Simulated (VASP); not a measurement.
A run of VASP 6.6.1 is set up as follows.

Contents of POSCAR:

```
NbN
1.0
    0.0000000000      2.2058451277      2.2058451277
    2.2058451277      0.0000000000      2.2058451277
    2.2058451277      2.2058451277      0.0000000000
Nb N
1 1
Direct
    0.5000000000      0.5000000000      0.5000000000
    0.0000000000      0.0000000000      0.0000000000
```

File INCAR.step1:

```
SYSTEM = NbN
PREC     = Accurate       ! precision mode
ENCUT    = 660            ! plane-wave cutoff, eV
ISMEAR   = 0              ! smearing method
SIGMA    = 0.15           ! smearing width, eV
LREAL    = .FALSE.        ! projectors in reciprocal space
LASPH    = .TRUE.         ! aspherical terms in the spheres
NELM     = 120            ! most SCF steps
NBANDS   = 16             ! bands
GGA      = PE             ! functional
ALGO     = Normal         ! electronic algorithm
EDIFF    = 1E-5           ! SCF threshold, eV
LWAVE    = .TRUE.         ! write WAVECAR
LCHARG   = .FALSE.        ! write CHGCAR
GGA_COMPAT= .FALSE.
```

File INCAR.step2:

```
SYSTEM = NbN
PREC     = Accurate       ! precision mode
ENCUT    = 660            ! plane-wave cutoff, eV
EDIFF    = 1E-6           ! SCF threshold, eV
ISMEAR   = 0              ! smearing method
SIGMA    = 0.15           ! smearing width, eV
LREAL    = .FALSE.        ! projectors in reciprocal space
LASPH    = .TRUE.         ! aspherical terms in the spheres
NELM     = 120            ! most SCF steps
ALGO     = Normal         ! electronic algorithm
ISIF     = 2              ! what is computed and relaxed
LWAVE    = .FALSE.        ! write WAVECAR
LCHARG   = .FALSE.        ! write CHGCAR
METAGGA  = R2SCAN         ! meta-GGA
LMIXTAU  = .TRUE.       
NBANDS   = 16             ! bands
ISTART   = 1            
GGA_COMPAT= .FALSE.
```

File KPOINTS:

```
Automatic mesh
0
G
  24 24 24
  0 0 0
```

Potentials or basis: VASP PAW PBE potentials, release 64 (Nb_sv, N).

Launch:

```console
$ cat potpaw_PBE.64/Nb_sv/POTCAR potpaw_PBE.64/N/POTCAR > POTCAR
$ cp INCAR.step1 INCAR
$ mpirun -np 1 vasp_std > vasp.out
$ cp INCAR.step2 INCAR
$ mpirun -np 1 vasp_std > vasp.out
```

Q: What does it give for the band gap on the k mesh?

A: Zero (bands 9 and 10 overlap by 3.51 eV).

Q: What does it give for the pressure?

A: 0.0 GPa.

Caveat: the PAW data sets were made with another functional, which shifts forces and pressure a little.
